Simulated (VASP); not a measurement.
# Re (Fm-3m) in VASP: further runs

The runs below take Re through single point, with PBE.

Program: VASP 6.6.1. These are calculated values, not measurements. Logs are shortened: lines on timing, memory, paths and dates and some standing lists are left out, and cuts for length are marked.

## Step 1: The cell of the first run

The structure is cubic, space group Fm-3m (No. 225). The conventional cell has a = 3.302 Å, b = 3.302 Å, c = 3.302 Å, α = 90.00°, β = 90.00°, γ = 90.00°. Re (site symmetry m-3m) has 12 Re at 2.33 Å within 3.1 Å.

## Step 2: Single point, PBE (volume scaled by 0.6)

Input file INCAR:

```
ALGO     = Normal         # electronic algorithm
EDIFF    = 1E-7           # SCF threshold, eV
ENCUT    = 520            # plane-wave cutoff, eV
GGA      = PE             # functional
ISIF     = 2              # what is computed and relaxed
ISMEAR   = -1             # smearing method
LASPH    = T              # aspherical terms in the spheres
LCHARG   = T              # write CHGCAR
LELF     = T              # ELF
LREAL    = F              # projectors in reciprocal space
LVHAR    = T            
LWAVE    = F              # write WAVECAR
NBANDS   = 10             # bands
NELM     = 100            # most SCF steps
PREC     = Accurate       # precision mode
SIGMA    = 0.05           # smearing width, eV
```

Input file KPOINTS:

```
k-points
0
Gamma
  17 17 17
```

Input file POSCAR:

```
Re
1.0
    0.0000000000      1.6509830384      1.6509830384
    1.6509830384      0.0000000000      1.6509830384
    1.6509830384      1.6509830384      0.0000000000
Re
1
Direct
    0.0000000000      0.0000000000      0.0000000000
```

Potentials or basis: VASP PAW PBE potentials, release 64 (Re).

Started as:

```bash
$ cat potpaw_PBE.64/Re/POTCAR > POTCAR
$ mpirun -np 1 vasp_std > vasp.out
```

OUTCAR:

```text
EDIFF = 1E-7
   ENCUT = 520
   GGA = PE
   ISIF = 2
   ISMEAR = -1
   LASPH = T
   LREAL = F
   NELM = 100
   PREC = Accurate

 ion  position               nearest neighbor table
   1  0.000  0.000  0.000-

  LATTYP: Found a face centered cubic cell.
 ALAT       =     3.3019660768

  Lattice vectors:

 A1 = (   0.0000000000,   1.6509830384,   1.6509830384)
 A2 = (   1.6509830384,   0.0000000000,   1.6509830384)
 A3 = (   1.6509830384,   1.6509830384,   0.0000000000)

Analysis of symmetry for initial positions (statically):
=====================================================================
 Subroutine PRICEL returns:
 Original cell was already a primitive cell.

 Routine SETGRP: Setting up the symmetry group for a
 face centered cubic supercell.

 Subroutine GETGRP returns: Found 48 space group operations
 (whereof 48 operations were pure point group operations)
 out of a pool of 48 trial point group operations.

The static configuration has the point symmetry O_h .

Analysis of symmetry for dynamics (positions and initial velocities):
=====================================================================
 Subroutine PRICEL returns:
 Original cell was already a primitive cell.

 Routine SETGRP: Setting up the symmetry group for a
 face centered cubic supercell.

 Subroutine GETGRP returns: Found 48 space group operations
 (whereof 48 operations were pure point group operations)
 out of a pool of 48 trial point group operations.

The dynamic configuration has the point symmetry O_h .

 Subroutine INISYM returns: Found 48 space group operations
 (whereof 48 operations are pure point group operations),
 and found     1 'primitive' translations

----------------------------------------------------------------------------------------

                                     Primitive cell

  volume of cell :       9.0003

  direct lattice vectors                    reciprocal lattice vectors
     0.000000000  1.650983038  1.650983038    -0.302849871  0.302849871  0.302849871
     1.650983038  0.000000000  1.650983038     0.302849871 -0.302849871  0.302849871
     1.650983038  1.650983038  0.000000000     0.302849871  0.302849871 -0.302849871

  length of vectors
     2.334842604  2.334842604  2.334842604     0.524551363  0.524551363  0.524551363

  position of ions in fractional coordinates (direct lattice)
     0.000000000  0.000000000  0.000000000

  ion indices of the primitive-cell ions
   primitive index   ion index
                 1           1

----------------------------------------------------------------------------------------

 KPOINTS: k-points

Automatic generation of k-mesh.
 Grid dimensions read from file:
 generate k-points for:   17   17   17

 Generating k-lattice:

  Cartesian coordinates                     Fractional coordinates (reciprocal lattice)
    -0.017814698  0.017814698  0.017814698     0.058823529  0.000000000  0.000000000
     0.017814698 -0.017814698  0.017814698     0.000000000  0.058823529  0.000000000
     0.017814698  0.017814698 -0.017814698     0.000000000  0.000000000  0.058823529

  Length of vectors
     0.030855963  0.030855963  0.030855963

  Shift w.r.t. Gamma in fractional coordinates (k-lattice)
     0.000000000  0.000000000  0.000000000

 Subroutine IBZKPT returns following result:
 ===========================================

 Found    165 irreducible k-points:

 Following reciprocal coordinates:
            Coordinates               Weight
  0.000000  0.000000  0.000000      1.000000
  0.058824  0.000000  0.000000      8.000000
  0.117647  0.000000  0.000000      8.000000
  0.176471  0.000000  0.000000      8.000000
  0.235294  0.000000  0.000000      8.000000
  0.294118  0.000000  0.000000      8.000000
[... 16 lines left out ...]
 -0.176471  0.058824  0.000000     24.000000
 -0.117647  0.058824  0.000000     24.000000
 [... further k-points ...]
   k-points           NKPTS =    165   k-points in BZ     NKDIM =    165   number of bands    NBANDS=     10
   number of dos      NEDOS =    301   number of ions     NIONS =      1
   total plane-waves  NPLWV =   5832
   dimension x,y,z NGX =    18 NGY =   18 NGZ =   18
   dimension x,y,z NGXF=    36 NGYF=   36 NGZF=   36
   ions per type =               1
   NGX,Y,Z   is equivalent  to a cutoff of  12.82, 12.82, 12.82 a.u.
   NGXF,Y,Z  is equivalent  to a cutoff of  25.63, 25.63, 25.63 a.u.
 SYSTEM =  unknown system
   PREC   = accura    normal or accurate (medium, high low for compatibility)
   ISTART =      0    job   : 0-new  1-cont  2-samecut
   ICHARG =      2    charge: 1-file 2-atom 10-const
   ISPIN  =      1    spin polarized calculation?
   LNONCOLLINEAR =      F non collinear calculations
   LSORBIT =      F    spin-orbit coupling
   LASPH  =      T    aspherical Exc in radial PAW
   ENCUT  =  520.0 eV  38.22 Ry    6.18 a.u.   4.34  4.34  4.34*2*pi/ulx,y,z
   NELM   =    100;   NELMIN=  2; NELMDL= -5     # of ELM steps
   EDIFF  = 0.1E-06   stopping-criterion for ELM
   LREAL  =      F    real-space projection
   EDIFFG = 0.1E-05   stopping-criterion for IOM
   NSW    =      0    number of steps for IOM
   IBRION =     -1    ionic relax: 0-MD 1-quasi-New 2-CG
   NFREE  =      0    steps in history (QN), initial steepest desc. (CG)
   ISIF   =      2    stress and relaxation
   ISYM   =      2    0-nonsym 1-usesym 2-fastsym
   POTIM  = 0.5000    time-step for ionic-motion
   TEBEG  =    0.0;   TEEND  =   0.0 temperature during run
   PSTRESS=    0.0 pullay stress
   NELECT =       7.0000    total number of electrons
   NUPDOWN=      -1.0000    fix difference up-down
   EMIN   =  10.00;   EMAX   =-10.00  energy-range for DOS
   EFERMI =   0.00;   METHOD = LEGACY
   ISMEAR =    -1;   SIGMA  =   0.05  broadening in eV -4-tet -1-fermi 0-gaus
   EFERMI_NEDOS =   21; number of points for ismear=-14 and -15
   IALGO  =     38    algorithm
   IMIX   =      4    mixing-type and parameters
     AMIX     =   0.40;   BMIX     =  1.00
     AMIX_MAG =   1.60;   BMIX_MAG =  1.00
  volume/ion in A,a.u.               =       9.00        60.74
  Fermi-wavevector in a.u.,A,eV,Ry     =   1.505526  2.845031 30.839078  2.266608
  Thomas-Fermi vector in A             =   2.616363
   LORBIT       =      0    0 simple, 1 ext, 2 COOP (PROOUT), +10 PAW based schemes
   GGA     = PE    functional components
   LHFCALC =     F    Hartree Fock is set to
   AEXX    =    0.0000 exact exchange contribution
   IVDW    =     0    specifies the selected vdW correction
   LEPSILON=     F    determine dielectric tensor
   LRPA    =     F    only Hartree local field effects (RPA)
 non-spin polarized calculation
  energy-cutoff  :      520.00
  volume of cell :        9.00
 maximum number of plane-waves:       259
 NGX is ok and might be reduce to    18
   NGX =  9   NGY =  9   NGZ =  9

 number of electron       7.0000000 magnetization

 Free energy of the ion-electron system (eV)
  ---------------------------------------------------
  ext. energy  EPLUGINS =         0.00000000
  ---------------------------------------------------
  free energy    TOTEN  =        -5.63685775 eV

  energy without entropy =       -5.63124492  energy(sigma->0) =       -5.63405133

 E-fermi :  15.8595     XC(G=0): -16.5839

 val. band max:       15.8589995722   @ k =   0.4118   0.0588   0.0000
 cond. band min:      15.8595268006   @ k =  -0.1765   0.2353   0.0588
 fundamental gap:      0.0005272284
 Fermi energy:        15.8594604490

 k-point     1 :       0.0000    0.0000    0.0000
  band No.  band energies     occupation
      1       2.5386      2.00000
      2      11.6401      2.00000
      3      11.6401      2.00000
      4      11.6401      2.00000
      5      18.1054      0.00000
      6      18.1054      0.00000
      7      29.4878      0.00000
      8      38.5187      0.00000
      9      38.5187      0.00000
     10      38.5187      0.00000

 k-point     2 :       0.0588    0.0000    0.0000
  band No.  band energies     occupation
      1       2.8512      2.00000
      2      11.4242      2.00000
      3      11.7875      2.00000
      4      11.7875      2.00000
      5      17.9290      0.00000
      6      17.9290      0.00000
      7      30.0856      0.00000
      8      37.2282      0.00000
      9      39.0923      0.00000
     10      39.0923      0.00000

 k-point     3 :       0.1176    0.0000    0.0000
  band No.  band energies     occupation
      1       3.6894      2.00000
      2      10.9573      2.00000
      3      12.1627      2.00000
      4      12.1627      2.00000
      5      17.5456      0.00000
      6      17.5456      0.00000
      7      31.5881      0.00000
      8      35.3648      0.00000
      9      40.7235      0.00000
     10      40.7235      0.00000

 k-point     4 :       0.1765    0.0000    0.0000
  band No.  band energies     occupation
      1       4.6990      2.00000
      2      10.7275      2.00000
      3      12.5277      2.00000
      4      12.5277      2.00000
      5      17.3556      0.00000
      6      17.3556      0.00000
      7      32.0497      0.00000
      8      35.5912      0.00000
      9      43.2131      0.00000
     10      43.2131      0.00000
[... 222 lines left out ...]
 k-point    22 :      -0.2353    0.0588    0.0000
  band No.  band energies     occupation
      1       5.6017      2.00000
      2      11.3374      2.00000
      3      12.4867      2.00000
      4      12.6144      2.00000
      5      17.0241      0.00000
      6      19.5946      0.00000
      7      30.9811      0.00000
      8      39.5956      0.00000
      9      45.7981      0.00000
     10      48.9817      0.00000

 k-point    23 :      -0.1765    0.0588    0.0000
  band No.  band energies     occupation
      1       5.2503      2.00000
      2      10.4285      2.00000
      3      12.7299      2.00000
      4      12.7458      2.00000
      5      16.3670      0.00008
      6      18.5080      0.00000
      7      32.2728      0.00000
      8      36.4693      0.00000
      9      42.8731      0.00000
     10      45.6281      0.00000

 k-point    24 :      -0.1176    0.0588    0.0000
  band No.  band energies     occupation
      1       4.2911      2.00000
      2      10.5247      2.00000
      3      12.3921      2.00000
      4      12.5729      2.00000
      5      16.6313      0.00000
      6      18.0877      0.00000
      7      32.6041      0.00000
      8      35.0418      0.00000
      9      40.4836      0.00000
     10      42.6928      0.00000

 [... further k-points ...]
[... 5 lines left out ...]
  --------------------------------------------------------------------------------------
  -------------------------------------------------------------------------------------
  Total       31.2474235     31.2474235     31.2474235     -0.0000000     -0.0000000      0.0000000
  in kB     5562.4608321   5562.4608321   5562.4608321     -0.0000000     -0.0000000      0.0000000
  external PRESSURE =    5562.4608321 kB  Pullay stress =       0.0000000 kB

 VOLUME and BASIS-vectors are now :
 -----------------------------------------------------------------------------
  energy-cutoff  :      520.00
  volume of cell :        9.00
      direct lattice vectors                 reciprocal lattice vectors
     0.000000000  1.650983038  1.650983038    -0.302849871  0.302849871  0.302849871
     1.650983038  0.000000000  1.650983038     0.302849871 -0.302849871  0.302849871
     1.650983038  1.650983038  0.000000000     0.302849871  0.302849871 -0.302849871

 POSITION                                       TOTAL-FORCE (eV/Angst)
 -----------------------------------------------------------------------------------
      0.00000      0.00000      0.00000         0.000000      0.000000      0.000000
 -----------------------------------------------------------------------------------
    total drift:                               -0.000000     -0.000000     -0.000000

  FREE ENERGIE OF THE ION-ELECTRON SYSTEM (eV)
  ---------------------------------------------------
  free  energy   TOTEN  =        -5.6368577489 eV

  energy  without entropy=       -5.6312449162  energy(sigma->0) =       -5.63405133
```

It took 8.8 s on 1 thread of Intel Xeon 6975P-C (Granite Rapids), shared host; peak memory 0.13 GiB.

What came out:

```yaml
Free_energy: -5.6369 eV
Pressure: 556.2 GPa
```

Levels at points of the mesh, in eV from the Fermi level:
```tsv
k point	band 1	band 2	band 3	band 4	band 5	band 6	band 7	band 8	band 9
(0.00, 0.00, 0.00)	-13.32	-4.22	-4.22	-4.22	2.25	2.25	13.63	22.66	22.66
```

Caveat: spin-orbit coupling is left out, which moves the levels of the heavy elements.

## Step 3: Single point, PBE (volume scaled by 0.6)

Input file INCAR:

```
SYSTEM = Re
PREC = Accurate
ENCUT = 520
EDIFF = 1E-7
ISMEAR = -1
SIGMA = 0.05
LREAL = .False.
LASPH = .True.
NELM = 60
ALGO = Normal
ISIF = 2
LWAVE = .False.
LCHARG = .False.
GGA = PE
NBANDS = 10
```

Input file KPOINTS:

```
Automatic mesh
0
Gamma
  17 17 17
  0 0 0
```

POSCAR is that of step 2.

Potentials or basis: VASP PAW PBE potentials, release 64 (Re).

Started as:

```bash
$ cat potpaw_PBE.64/Re/POTCAR > POTCAR
$ mpirun -np 1 vasp_std > vasp.out
```

It took 9.5 s on 1 thread of Intel Xeon 6975P-C (Granite Rapids), shared host; peak memory 0.13 GiB.

The run converged. Its results:

| Property | Result |
| --- | --- |
| Free energy | -5.6369 eV |
| Pressure | 556.2 GPa |

Levels at points of the mesh, in eV from the Fermi level:
```csv
k point,band 1,band 2,band 3,band 4,band 5,band 6,band 7,band 8
"(0.00, 0.00, 0.00)",-13.32,-4.22,-4.22,-4.22,2.25,2.25,13.63,22.66
```

Caveat: spin-orbit coupling is left out, which moves the levels of the heavy elements.

## Step 4: Single point, PBE (volume scaled by 0.7)

Input file INCAR:

```
PREC     = Accurate       # precision mode
ENCUT    = 520            # plane-wave cutoff, eV
EDIFF    = 1E-6           # SCF threshold, eV
ISMEAR   = -1             # smearing method
SIGMA    = 0.05           # smearing width, eV
LREAL    = False          # projectors in reciprocal space
LASPH    = True           # aspherical terms in the spheres
NELM     = 80             # most SCF steps
ALGO     = Normal         # electronic algorithm
ISIF     = 2              # what is computed and relaxed
LWAVE    = False          # write WAVECAR
LCHARG   = False          # write CHGCAR
GGA      = PE             # functional
NBANDS   = 10             # bands
```

Input file KPOINTS:

```
regular mesh
0
Gamma
  17 17 17
```

Input file POSCAR:

```
Re
1.0
    0.0000000000      1.7380337600      1.7380337600
    1.7380337600      0.0000000000      1.7380337600
    1.7380337600      1.7380337600      0.0000000000
Re
1
Direct
    0.0000000000      0.0000000000      0.0000000000
```

Started as:

```bash
$ cat potpaw_PBE.64/Re/POTCAR > POTCAR
$ mpirun -np 1 vasp_std > vasp.out
```

Run time: 6.7 s. Hardware: 1 thread of Intel Xeon 6975P-C (Granite Rapids), shared host; peak memory 0.13 GiB.

Results (log left out):

- Free energy: -9.4473 eV
- Pressure: 284.3 GPa

Levels at points of the mesh, in eV from the Fermi level:
```csv
k point,band 1,band 2,band 3,band 4,band 5,band 6,band 7,band 8
"(0.00, 0.00, 0.00)",-12.51,-3.30,-3.30,-3.30,1.94,1.94,13.83,21.68
```

Caveat: spin-orbit coupling is left out, which moves the levels of the heavy elements.

## Step 5: Single point, PBE (volume scaled by 0.7)

Input file INCAR:

```
SYSTEM = Re
PREC     = Accurate       ! precision mode
ENCUT    = 520            ! plane-wave cutoff, eV
EDIFF    = 1E-7           ! SCF threshold, eV
ISMEAR   = -1             ! smearing method
SIGMA    = 0.05           ! smearing width, eV
LREAL    = .FALSE.        ! projectors in reciprocal space
LASPH    = .TRUE.         ! aspherical terms in the spheres
NELM     = 60             ! most SCF steps
ALGO     = Normal         ! electronic algorithm
ISIF     = 2              ! what is computed and relaxed
LWAVE    = .FALSE.        ! write WAVECAR
LCHARG   = .TRUE.         ! write CHGCAR
GGA      = PE             ! functional
LELF     = .TRUE.         ! ELF
LVHAR    = .TRUE.       
NBANDS   = 10             ! bands
```

Input file KPOINTS:

```
regular mesh
0
G
  17 17 17
  0 0 0
```

POSCAR is that of step 4.

Started as:

```bash
$ cat potpaw_PBE.64/Re/POTCAR > POTCAR
$ mpirun -np 1 vasp_std > vasp.out
```

It took 7.6 s on 1 thread of Intel Xeon 6975P-C (Granite Rapids), shared host; peak memory 0.13 GiB.

It converged, with:

| Item | Value |
| --- | --- |
| Free energy | -9.4473 eV |
| Pressure | 284.3 GPa |

Levels at points of the mesh, in eV from the Fermi level:
| k point | band 1 | band 2 | band 3 | band 4 | band 5 | band 6 | band 7 | band 8 | band 9 |
| --- | --- | --- | --- | --- | --- | --- | --- | --- | --- |
| (0.00, 0.00, 0.00) | -12.51 | -3.30 | -3.30 | -3.30 | 1.94 | 1.94 | 13.83 | 21.68 | 21.68 |

Caveat: spin-orbit coupling is left out, which moves the levels of the heavy elements.

## Step 6: Single point, PBE (volume scaled by 0.8)

Input file INCAR:

```
PREC = Accurate ; ENCUT = 520
EDIFF = 1E-6 ; ISMEAR = -1
SIGMA = 0.05 ; LREAL = False
LASPH = True ; NELM = 60
ALGO = Normal ; ISIF = 2
LWAVE = False ; LCHARG = False
GGA = PE ; NBANDS = 10
```

Input file KPOINTS:

```
regular mesh
0
Gamma
  17 17 17
```

Input file POSCAR:

```
Re
1.0
    0.0000000000      1.8171419606      1.8171419606
    1.8171419606      0.0000000000      1.8171419606
    1.8171419606      1.8171419606      0.0000000000
Re
1
Direct
    0.0000000000      0.0000000000      0.0000000000
```

Potentials or basis: VASP PAW PBE potentials, release 64 (Re).

Started as:

```bash
$ cat potpaw_PBE.64/Re/POTCAR > POTCAR
$ mpirun -np 1 vasp_std > vasp.out
```

Wall time 8.3 s (1 thread of Intel Xeon 6975P-C (Granite Rapids), shared host); peak memory 0.14 GiB.

The run converged. Its results:

```
Free energy : -11.3408 eV
Pressure    : 134.3 GPa
```

Levels at points of the mesh, in eV from the Fermi level:
```
           k point  band 1  band 2  band 3  band 4  band 5  band 6  band 7  band 8
(0.00, 0.00, 0.00)  -11.60   -2.64   -2.64   -2.64    1.68    1.68   13.94   20.87
```

Caveat: spin-orbit coupling is left out, which moves the levels of the heavy elements.

## Step 7: The runs side by side

```tsv
cell	gap on the mesh (eV)	pressure (GPa)
a = 2.335 Å, angles 60.0°, 1 atom	none	556.2
a = 2.458 Å, angles 60.0°, 1 atom	none	284.3
a = 2.570 Å, angles 60.0°, 1 atom	none	134.3
```

Alike in all rows: task single point; level PBE; potentials or basis VASP PAW PBE potentials, release 64 (Re); no spin polarisation; k mesh 17 × 17 × 17; cutoff (eV) 520; smearing fermi-dirac 0.05 eV.

Caveats: spin-orbit coupling is left out, which moves the levels of the heavy elements.

Total energies depend on the potentials used, so only differences within one code and one set of settings carry meaning.
